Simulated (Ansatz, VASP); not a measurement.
## BN in VASP and in Ansatz

The input POSCAR:

```
BN
1.0
    2.5080409239      0.0000000000      0.0000000000
   -1.2467107647      2.1762310413      0.0000000000
   -0.6306650796     -1.0881155206      3.0225400000
N B
1 1
Direct
    0.6685060000      0.3323850000      0.9849990000
    0.9796430000      0.9834990000      0.0018060000
```

Contents of INCAR.step1:

```
ALGO = Normal
EDIFF = 1E-5
ENCUT = 520
GGA = PE
ISIF = 2
ISMEAR = -1
LASPH = T
LCHARG = F
LREAL = F
LWAVE = T
NBANDS = 11
NELM = 100
PREC = Accurate
SIGMA = 0.05
```

INCAR.step2

```
AEXX = 0.5
ALGO = Normal
EDIFF = 1E-6
ENCUT = 520
ISIF = 2
ISMEAR = -1
ISTART = 1
LASPH = T
LCHARG = F
LHFCALC = T
LMIXTAU = T
LREAL = F
LWAVE = F
METAGGA = R2SCAN
NBANDS = 11
NELM = 100
PREC = Accurate
PRECFOCK = Normal
SIGMA = 0.05
```

KPOINTS

```
k-points
0
Gamma
  7 7 5
```

The input input.yaml:

```yaml
crystal:
  lattice:
    - [2.5080409239, 0.0, 0.0]
    - [-1.2467107647, 2.1762310413, 0.0]
    - [-0.6306650796, -1.0881155206, 3.02254]
  atoms:
    - { symbol: "N", position: [0.668506, 0.332385, 0.984999] }
    - { symbol: B, position: [0.979643, 0.983499, 0.001806] }
hamiltonian:
  xc: r2scan50
  pseudopotentials: { kind: paw }
kpoints:
  mp_grid: { grid: [7, 7, 5] }
  band_path:
    path:
      - [[0.0, 0.0, 0.0], [0.5, -0.5, 0.0], [0.5, -0.5, -0.5], [0.0, 0.0, -0.5], [0.0, 0.0, 0.0], [0.3772664522, 0.3772664522, -0.3772664522], [0.7093019284, -0.2906980716, -0.2093019284], [0.5, -0.5, 0.0]]
      - [[0.5, -0.5, -0.5], [0.6227335478, -0.3772664522, -0.6227335478]]
      - [[0.3772664522, 0.3772664522, -0.3772664522], [0.2906980716, 0.2906980716, -0.7906980716], [0.0, 0.0, -0.5]]
      - [[0.5, 0.0, -0.5], [0.0, 0.0, 0.0]]
    npoints: 4
scf:
  occupations: { method: fermi_dirac, width: 0.05 }
  n_extra_bands: 6
output:
  forces: true
  stress: true
  eigenvalues: true
  fatbands: false
```

Alike in both runs: functional r2SCAN50; k mesh 7 × 7 × 5; occupations fermi-dirac, width 0.05 eV; no spin polarisation.

|  | VASP | Ansatz |
| --- | --- | --- |
| version | VASP 6.6.1 | Ansatz 0.2.0 |
| potentials or method | VASP PAW PBE potentials, release 64 (N, B) | Ansatz PAW |
| plane-wave cutoff (eV) | 520 | 500 |
| valence electrons in the cell | 8 | 8 |
| task | single point | band structure |

Ansatz gave:

```
gap on the k mesh at the Fermi level (eV)                     : 7.27
pressure (GPa)                                                : -6.5
traceless stress, the component that is largest in VASP (GPa) : 12.73
rms of the force components (eV/Å)                            : 1.658
```

Problem. Which values does VASP return?

Solution. gap on the k mesh at the Fermi level (eV): 7.31; pressure (GPa): -6.2; traceless stress, the component that is largest in VASP (GPa): 11.87; rms of the force components (eV/Å): 1.658.

VASP's potentials were made for PBE, not for r2SCAN50. Atom by atom the forces differ by 0.001 eV/Å (rms over components).

The k mesh is coarse, so the values compare programs but aren't converged.
